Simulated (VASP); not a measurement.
# Te2Pt (P-3m1) in VASP: a series of runs

Te2Pt is run at these levels: PBE; tasks: single point.

All numbers are computed with VASP 6.6.1; they aren't measurements. Logs are shortened: lines on timing, memory, paths and dates and some standing lists are left out, and cuts for length are marked.

### 1 The cell of the first run

The structure is trigonal, space group P-3m1 (No. 164). Conventional cell: a = 4.199 Å, b = 4.199 Å, c = 5.534 Å, α = 90.00°, β = 90.00°, γ = 120.00°. Te (site symmetry 3m) has 3 Pt at 2.80 Å and 6 Te at 3.66 to 3.70 Å within 3.8 Å. Within 3.7 Å of Pt (site symmetry -3m) lie 6 Te at 2.80 Å.

### 2 Single point, PBE, collinear spin (28.17 Å³/atom)

Contents of INCAR:

```
PREC     = Accurate       # precision mode
ENCUT    = 500            # plane-wave cutoff, eV
EDIFF    = 1E-6           # SCF threshold, eV
ISMEAR   = 0              # smearing method
SIGMA    = 0.15           # smearing width, eV
LREAL    = False          # projectors in reciprocal space
LASPH    = True           # aspherical terms in the spheres
NELM     = 200            # most SCF steps
ALGO     = Normal         # electronic algorithm
ISIF     = 2              # what is computed and relaxed
LWAVE    = False          # write WAVECAR
LCHARG   = False          # write CHGCAR
ISPIN    = 2              # spin polarisation
MAGMOM   = 0 0 0.438      # initial moments
LORBIT   = 11             # projections on sites
NUPDOWN  = 0.4375         # fixed moment
LMAXMIX  = 4              # l up to which the mixer works
GGA      = PE             # functional
NBANDS   = 22             # bands
GGA_COMPAT= False
```

Contents of KPOINTS:

```
regular mesh
0
Gamma
  12 12 8
```

Contents of POSCAR:

```
Te2Pt
1.0
    4.1991571964      0.0000000000      0.0000000000
   -2.0995785982      3.6365768066      0.0000000000
    0.0000000000      0.0000000000      5.5341790286
Te Pt
2 1
Direct
    0.3333333333      0.6666666667      0.2528728645
    0.6666666667      0.3333333333      0.7471271355
    0.0000000000      0.0000000000      0.0000000000
```

Potentials or basis: VASP PAW PBE potentials, release 64 (Te, Pt).

Launch:

```sh
> cat potpaw_PBE.64/Te/POTCAR potpaw_PBE.64/Pt/POTCAR > POTCAR
> mpirun -np 1 vasp_std > vasp.out
```

OUTCAR:

```text
PREC = Accurate
   ENCUT = 500
   EDIFF = 1E-6
   ISMEAR = 0
   LREAL = False
   LASPH = True
   NELM = 200
   ISIF = 2
   ISPIN = 2
   LORBIT = 11
   NUPDOWN = 0.4375
   GGA = PE

 ion  position               nearest neighbor table
   1  0.333  0.667  0.253-   3 2.80   3 2.80   3 2.80   2 3.66   2 3.66   2 3.66
   2  0.667  0.333  0.747-   3 2.80   3 2.80   3 2.80   1 3.66   1 3.66   1 3.66
   3  0.000  0.000  0.000-   1 2.80   2 2.80   2 2.80   1 2.80   2 2.80   1 2.80

  LATTYP: Found a hexagonal cell.
 ALAT       =     4.1991571964
 C/A-ratio  =     1.3179261385

  Lattice vectors:

 A1 = (   4.1991571964,   0.0000000000,   0.0000000000)
 A2 = (  -2.0995785982,   3.6365768066,   0.0000000000)
 A3 = (   0.0000000000,   0.0000000000,   5.5341790286)

Analysis of symmetry for initial positions (statically):
=====================================================================
 Subroutine PRICEL returns:
 Original cell was already a primitive cell.

 Routine SETGRP: Setting up the symmetry group for a
 hexagonal supercell.

 Subroutine GETGRP returns: Found 12 space group operations
 (whereof 12 operations were pure point group operations)
 out of a pool of 24 trial point group operations.

The static configuration has the point symmetry D_3d.

Analysis of symmetry for dynamics (positions and initial velocities):
=====================================================================
 Subroutine PRICEL returns:
 Original cell was already a primitive cell.

 Routine SETGRP: Setting up the symmetry group for a
 hexagonal supercell.

 Subroutine GETGRP returns: Found 12 space group operations
 (whereof 12 operations were pure point group operations)
 out of a pool of 24 trial point group operations.

The dynamic configuration has the point symmetry D_3d.

Analysis of structural, dynamic, and magnetic symmetry:
=====================================================================
 Subroutine PRICEL returns:
 Original cell was already a primitive cell.

 Routine SETGRP: Setting up the symmetry group for a
 hexagonal supercell.

 Subroutine GETGRP returns: Found 12 space group operations
 (whereof 12 operations were pure point group operations)
 out of a pool of 24 trial point group operations.

The overall configuration has the point symmetry D_3d.

 Subroutine INISYM returns: Found 12 space group operations
 (whereof 12 operations are pure point group operations),
 and found     1 'primitive' translations

----------------------------------------------------------------------------------------

                                     Primitive cell

  volume of cell :      84.5100

  direct lattice vectors                    reciprocal lattice vectors
     4.199157196  0.000000000  0.000000000     0.238143026  0.137491940  0.000000000
    -2.099578598  3.636576807  0.000000000     0.000000000  0.274983880  0.000000000
     0.000000000  0.000000000  5.534179029     0.000000000  0.000000000  0.180695275

  length of vectors
     4.199157196  4.199157196  5.534179029     0.274983880  0.274983880  0.180695275

  position of ions in fractional coordinates (direct lattice)
     0.333333333  0.666666667  0.252872864
     0.666666667  0.333333333  0.747127136
     0.000000000  0.000000000  0.000000000

  ion indices of the primitive-cell ions
   primitive index   ion index
                 1           1
                 2           2
                 3           3

----------------------------------------------------------------------------------------

 KPOINTS: regular mesh

Automatic generation of k-mesh.
 Grid dimensions read from file:
 generate k-points for:   12   12    8

 Generating k-lattice:

  Cartesian coordinates                     Fractional coordinates (reciprocal lattice)
     0.019845252  0.011457662  0.000000000     0.083333333  0.000000000  0.000000000
     0.000000000  0.022915323  0.000000000     0.000000000  0.083333333  0.000000000
     0.000000000  0.000000000  0.022586909     0.000000000  0.000000000  0.125000000

  Length of vectors
     0.022915323  0.022915323  0.022586909

  Shift w.r.t. Gamma in fractional coordinates (k-lattice)
     0.000000000  0.000000000  0.000000000

 Subroutine IBZKPT returns following result:
 ===========================================

 Found    131 irreducible k-points:

 Following reciprocal coordinates:
            Coordinates               Weight
  0.000000  0.000000  0.000000      1.000000
  0.083333  0.000000  0.000000      6.000000
  0.166667  0.000000  0.000000      6.000000
  0.250000  0.000000  0.000000      6.000000
  0.333333  0.000000  0.000000      6.000000
  0.416667  0.000000  0.000000      6.000000
[... 16 lines left out ...]
  0.166667  0.000000  0.125000      6.000000
  0.000000  0.166667  0.125000      6.000000
 [... further k-points ...]
   k-points           NKPTS =    131   k-points in BZ     NKDIM =    131   number of bands    NBANDS=     22
   number of dos      NEDOS =    301   number of ions     NIONS =      3
   total plane-waves  NPLWV =  40960
   dimension x,y,z NGX =    32 NGY =   32 NGZ =   40
   dimension x,y,z NGXF=    64 NGYF=   64 NGZF=   80
   ions per type =               2   1
   NGX,Y,Z   is equivalent  to a cutoff of  12.67, 12.67, 12.02 a.u.
   NGXF,Y,Z  is equivalent  to a cutoff of  25.34, 25.34, 24.03 a.u.
 SYSTEM =  unknown system
   PREC   = accura    normal or accurate (medium, high low for compatibility)
   ISTART =      0    job   : 0-new  1-cont  2-samecut
   ICHARG =      2    charge: 1-file 2-atom 10-const
   ISPIN  =      2    spin polarized calculation?
   LNONCOLLINEAR =      F non collinear calculations
   LSORBIT =      F    spin-orbit coupling
   LASPH  =      T    aspherical Exc in radial PAW
   ENCUT  =  500.0 eV  36.75 Ry    6.06 a.u.   7.66  7.66 10.09*2*pi/ulx,y,z
   NELM   =    200;   NELMIN=  2; NELMDL= -5     # of ELM steps
   EDIFF  = 0.1E-05   stopping-criterion for ELM
   LREAL  =      F    real-space projection
[... 7 lines left out ...]
   TEBEG  =    0.0;   TEEND  =   0.0 temperature during run
   PSTRESS=    0.0 pullay stress
   NELECT =      22.0000    total number of electrons
   NUPDOWN=       0.4375    fix difference up-down
   EMIN   =  10.00;   EMAX   =-10.00  energy-range for DOS
   EFERMI =   0.00;   METHOD = LEGACY
   ISMEAR =     0;   SIGMA  =   0.15  broadening in eV -4-tet -1-fermi 0-gaus
   EFERMI_NEDOS =   21; number of points for ismear=-14 and -15
   IALGO  =     38    algorithm
   IMIX   =      4    mixing-type and parameters
     AMIX     =   0.40;   BMIX     =  1.00
     AMIX_MAG =   1.60;   BMIX_MAG =  1.00
  volume/ion in A,a.u.               =      28.17       190.10
  Fermi-wavevector in a.u.,A,eV,Ry     =   1.045313  1.975355 14.866804  1.092679
  Thomas-Fermi vector in A             =   2.180103
   LORBIT       =     11    0 simple, 1 ext, 2 COOP (PROOUT), +10 PAW based schemes
   GGA     = PE    functional components
   LHFCALC =     F    Hartree Fock is set to
   AEXX    =    0.0000 exact exchange contribution
   IVDW    =     0    specifies the selected vdW correction
   LEPSILON=     F    determine dielectric tensor
   LRPA    =     F    only Hartree local field effects (RPA)
 spin polarized calculation
 Gauss-broadening in eV      SIGMA  =   0.15
  energy-cutoff  :      500.00
  volume of cell :       84.51
 maximum number of plane-waves:      2187
 NGX is ok and might be reduce to    32
   NGX = 15   NGY = 15   NGZ = 21

 number of electron      22.0000002 magnetization       0.4375001

 Free energy of the ion-electron system (eV)
  ---------------------------------------------------
  ext. energy  EPLUGINS =         0.00000000
  ---------------------------------------------------
  free energy    TOTEN  =       -13.37465785 eV

  energy without entropy =      -13.36052268  energy(sigma->0) =      -13.36759027

 E-fermi :   6.2712     XC(G=0):  -9.8425

 val. band max:        6.8849212445   @ k =   0.1667   0.1667   0.5000
 cond. band min:       6.2762606450   @ k =   0.0000   0.0833   0.1250
 fundamental gap:     -0.6086605995
 Fermi energy:         6.9074751052

 spin component 1

 k-point     1 :       0.0000    0.0000    0.0000
  band No.  band energies     occupation
      1      -6.3173      1.00000
      2      -3.8116      1.00000
      3       0.9183      1.00000
      4       1.7783      1.00000
      5       1.7783      1.00000
      6       3.5366      1.00000
[... 14 lines left out ...]
     21      16.2148      0.00000
     22      16.2148      0.00000
[... 552 lines left out ...]
  band No.  band energies     occupation
      1      -6.0236      1.00000
      2      -4.0120      1.00000
      3       1.2244      1.00000
      4       1.8837      1.00000
      5       2.0841      1.00000
      6       3.1365      1.00000
[... 14 lines left out ...]
     21      16.1622      0.00000
     22      16.9729      0.00000

 [... further k-points ...]

 spin component 2

 k-point     1 :       0.0000    0.0000    0.0000
  band No.  band energies     occupation
      1      -6.2250      1.00000
      2      -3.7149      1.00000
      3       1.0172      1.00000
      4       1.8716      1.00000
      5       1.8716      1.00000
      6       3.6010      1.00000
[... 14 lines left out ...]
     21      16.3162      0.00000
     22      16.3162      0.00000
[... 552 lines left out ...]
  band No.  band energies     occupation
      1      -5.9306      1.00000
      2      -3.9142      1.00000
      3       1.3214      1.00000
      4       1.9803      1.00000
      5       2.1713      1.00000
      6       3.2128      1.00000
[... 14 lines left out ...]
     21      16.2623      0.00000
     22      17.0741      0.00000

 [... further k-points ...]

------------------------ aborting loop because EDIFF is reached ----------------------------------------

  FORCE on cell =-STRESS in cart. coord.  units (eV):
  Direction    XX          YY          ZZ          XY          YZ          ZX
  --------------------------------------------------------------------------------------
  -------------------------------------------------------------------------------------
  Total       -3.5340080     -3.5340080     -2.5083956      0.0000000     -0.0000000     -0.0000000
  in kB      -66.9992605    -66.9992605    -47.5552541      0.0000000     -0.0000000     -0.0000000
  external PRESSURE =     -60.5179251 kB  Pullay stress =       0.0000000 kB

 VOLUME and BASIS-vectors are now :
 -----------------------------------------------------------------------------
  energy-cutoff  :      500.00
  volume of cell :       84.51
      direct lattice vectors                 reciprocal lattice vectors
     4.199157196  0.000000000  0.000000000     0.238143026  0.137491940  0.000000000
    -2.099578598  3.636576807  0.000000000     0.000000000  0.274983880  0.000000000
     0.000000000  0.000000000  5.534179029     0.000000000  0.000000000  0.180695275

 POSITION                                       TOTAL-FORCE (eV/Angst)
 -----------------------------------------------------------------------------------
     -0.00000      2.42438      1.39944        -0.000000     -0.000000     -0.585553
      2.09958      1.21219      4.13474         0.000000      0.000000      0.585553
      0.00000      0.00000      0.00000        -0.000000      0.000000      0.000000
 -----------------------------------------------------------------------------------
    total drift:                                0.000000     -0.000000      0.000000

  FREE ENERGIE OF THE ION-ELECTRON SYSTEM (eV)
  ---------------------------------------------------
  free  energy   TOTEN  =       -13.3746578491 eV

  energy  without entropy=      -13.3605226822  energy(sigma->0) =      -13.36759027

 total charge

# of ion       s       p       d       tot
------------------------------------------
    1        1.401   1.809   0.049   3.259
    2        1.401   1.809   0.049   3.259
    3        0.620   0.505   8.030   9.154
--------------------------------------------------
tot          3.422   4.123   8.128  15.673

 magnetization (x)

# of ion       s       p       d       tot
------------------------------------------
    1        0.009   0.075   0.002   0.086
    2        0.009   0.075   0.002   0.086
    3        0.001   0.010   0.116   0.126
--------------------------------------------------
tot          0.019   0.159   0.120   0.298
```

Wall time 2.2 min (1 thread of Intel Xeon 6975P-C (Granite Rapids), shared host); peak memory 0.48 GiB.

What came out:

```
Free energy                                           : -13.3747 eV
Pressure                                              : -6.1 GPa
Largest force                                         : 0.586 eV/Å
Net moment                                            : 0.44 μB per cell
Site moments                                          : Te +0.09; Pt +0.13 μB
Valence electrons inside the program's atomic spheres : Te 3.26; Pt 9.15
```

Forces on the atoms (eV/Å):
```
Te   0.000  0.000 -0.586
Te   0.000  0.000  0.586
Pt   0.000  0.000  0.000
```

Caveat: the cell stands under tension; spin-orbit coupling is left out, which moves the levels of the heavy elements; the total moment is fixed, so each spin has its own Fermi level.

### 3 Single point, PBE, collinear spin (30.34 Å³/atom)

This run uses another cell than the first one, of 30.34 Å³/atom.

INCAR: that of step 2 with these lines changed.

```diff
@@ -13,5 +13,5 @@
 ISPIN    = 2              # spin polarisation
-MAGMOM   = 0 0 0.438      # initial moments
+MAGMOM   = 0 0 0.312      # initial moments
 LORBIT   = 11             # projections on sites
-NUPDOWN  = 0.4375         # fixed moment
+NUPDOWN  = 0.3125         # fixed moment
 LMAXMIX  = 4              # l up to which the mixer works
```

Contents of KPOINTS:

```
Automatic mesh
0
Gamma
  12 12 8
```

Contents of POSCAR:

```
Te2Pt
1.0
    4.3041829986      0.0000000000      0.0000000000
   -2.1520914993      3.7275318194      0.0000000000
    0.0000000000      0.0000000000      5.6725952786
Te Pt
2 1
Direct
    0.3333333333      0.6666666667      0.2528728645
    0.6666666667      0.3333333333      0.7471271355
    0.0000000000      0.0000000000      0.0000000000
```

Potentials or basis: VASP PAW PBE potentials, release 64 (Te, Pt).

Launch:

```sh
> cat potpaw_PBE.64/Te/POTCAR potpaw_PBE.64/Pt/POTCAR > POTCAR
> mpirun -np 1 vasp_std > vasp.out
```

It took 4.2 min on 1 thread of Intel Xeon Platinum 8488C (Sapphire Rapids), shared host; peak memory 0.5 GiB.

Results (log left out):

```yaml
Free_energy: -13.0818 eV
Pressure: -9.7 GPa
Largest_force: 1.059 eV/Å
Net_moment: 0.31 μB per cell
Site_moments: Te +0.06; Pt +0.09 μB
Valence_electrons_inside_the_program's_atomic_spheres: Te 3.23; Pt 9.02
```

Forces in eV/Å, atoms in the order of the input:
```
Te   0.000  0.000 -1.059
Te   0.000  0.000  1.059
Pt   0.000  0.000  0.000
```

Stress tensor (GPa, compression positive):
```
-10.66   0.00   0.00
  0.00 -10.66   0.00
  0.00   0.00  -7.68
```

Caveat: the cell stands under tension; spin-orbit coupling is left out, which moves the levels of the heavy elements; the total moment is fixed, so each spin has its own Fermi level; forces of over 1 eV/Å act on the atoms, so gaps and moduli don't describe the material at rest.

### 4 Single point, PBE, collinear spin (32.50 Å³/atom)

This run uses another cell than the first one, of 32.50 Å³/atom.

Contents of INCAR:

```
SYSTEM = Te2Pt
PREC     = Accurate       ! precision mode
ENCUT    = 500            ! plane-wave cutoff, eV
EDIFF    = 1E-6           ! SCF threshold, eV
ISMEAR   = 0              ! smearing method
SIGMA    = 0.15           ! smearing width, eV
LREAL    = .False.        ! projectors in reciprocal space
LASPH    = .True.         ! aspherical terms in the spheres
NELM     = 200            ! most SCF steps
ALGO     = Normal         ! electronic algorithm
ISIF     = 2              ! what is computed and relaxed
LWAVE    = .False.        ! write WAVECAR
LCHARG   = .False.        ! write CHGCAR
ISPIN    = 2              ! spin polarisation
MAGMOM   = 0 0 0.312      ! initial moments
LORBIT   = 11             ! projections on sites
NUPDOWN  = 0.3125         ! fixed moment
LMAXMIX  = 4              ! l up to which the mixer works
GGA      = PE             ! functional
NBANDS   = 22             ! bands
GGA_COMPAT= .False.
```

Contents of KPOINTS:

```
regular mesh
0
Gamma
  12 12 8
  0 0 0
```

Contents of POSCAR:

```
Te2Pt
1.0
    4.4043192034      0.0000000000      0.0000000000
   -2.2021596017      3.8142523165      0.0000000000
    0.0000000000      0.0000000000      5.8045674002
Te Pt
2 1
Direct
    0.3333333333      0.6666666667      0.2528728645
    0.6666666667      0.3333333333      0.7471271355
    0.0000000000      0.0000000000      0.0000000000
```

Launch:

```sh
> cat potpaw_PBE.64/Te/POTCAR potpaw_PBE.64/Pt/POTCAR > POTCAR
> mpirun -np 1 vasp_std > vasp.out
```

It took 5.4 min on 1 thread of Intel Xeon Platinum 8488C (Sapphire Rapids), shared host; peak memory 0.52 GiB.

The run converged. Its results:

| Property | Result |
| --- | --- |
| Free energy | -12.6456 eV |
| Pressure | -11.7 GPa |
| Largest force | 1.353 eV/Å |
| Net moment | 0.31 μB per cell |
| Site moments | Te +0.06; Pt +0.09 μB |
| Valence electrons inside the program's atomic spheres | Te 3.20; Pt 8.91 |

Forces on the atoms (eV/Å):
```
Te   0.000  0.000 -1.353
Te   0.000  0.000  1.353
Pt   0.000  0.000  0.000
```

Stress tensor (GPa, compression positive):
```
-12.84   0.00   0.00
  0.00 -12.84   0.00
  0.00   0.00  -9.29
```

Caveat: the cell stands under tension; spin-orbit coupling is left out, which moves the levels of the heavy elements; this functional lacks dispersion, which binds the layers, so the pressure and a relaxed spacing across them are unreliable; the total moment is fixed, so each spin has its own Fermi level; forces of over 1 eV/Å act on the atoms, so gaps and moduli don't describe the material at rest.

### 5 Summary

| fixed moment (μB) | cell | pressure (GPa) | moment (μB) | largest force (eV/Å) |
| --- | --- | --- | --- | --- |
| 0.4375 | a = 4.199, b = 4.199, c = 5.534 Å, angles 90.0, 90.0, 120.0°, 3 atoms | -6.1 | 0.44 | 0.59 |
| 0.3125 | a = 4.304, b = 4.304, c = 5.673 Å, angles 90.0, 90.0, 120.0°, 3 atoms | -9.7 | 0.31 | 1.06 |
| 0.3125 | a = 4.404, b = 4.404, c = 5.805 Å, angles 90.0, 90.0, 120.0°, 3 atoms | -11.7 | 0.31 | 1.35 |

Alike in all rows: task single point; level PBE; potentials or basis VASP PAW PBE potentials, release 64 (Te, Pt); spin collinear; k mesh 12 × 12 × 8; cutoff (eV) 500; smearing gaussian 0.15 eV.

Caveats: the cell stands under tension; spin-orbit coupling is left out, which moves the levels of the heavy elements; the total moment is fixed, so each spin has its own Fermi level; forces of over 1 eV/Å act on the atoms, so gaps and moduli don't describe the material at rest (at least some runs); this functional lacks dispersion, which binds the layers, so the pressure and a relaxed spacing across them are unreliable (at least some runs).

Total energies depend on the potentials used, so only differences within one code and one set of settings carry meaning.
